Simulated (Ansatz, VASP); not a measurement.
Al2Pt: VASP beside Ansatz

```
Al Pt
1.0
     0.00000    2.97353    2.97353
     2.97353    0.00000    2.97353
     2.97353    2.97353    0.00000
Al Pt
2 1
Direct
  0.25000 0.25000 0.25000
  0.75000 0.75000 0.75000
  0.00000 0.00000 0.00000
```

Alike in both runs: task relaxation of cell and atoms; functional PBE; k mesh 11 × 11 × 11; occupations fermi-dirac, width 0.05 eV; no spin polarisation.

|  | VASP | Ansatz |
| --- | --- | --- |
| version | VASP 6.6.1 | Ansatz 0.2.0 |
| potentials or method | VASP PAW PBE potentials, release 64 (Al, Pt), cutoff 600 eV | all-electron LAPW, non-relativistic |

```csv
,VASP,Ansatz,Ansatz less VASP
relaxed volume (Å³/atom),17.51,19.11,+1.605
relaxed cell length with the largest relative difference (Å),4.203,4.328,+0.1247
```

Ansatz ran all-electron here, and VASP with PAW potentials.

Spin-orbit coupling is off throughout.
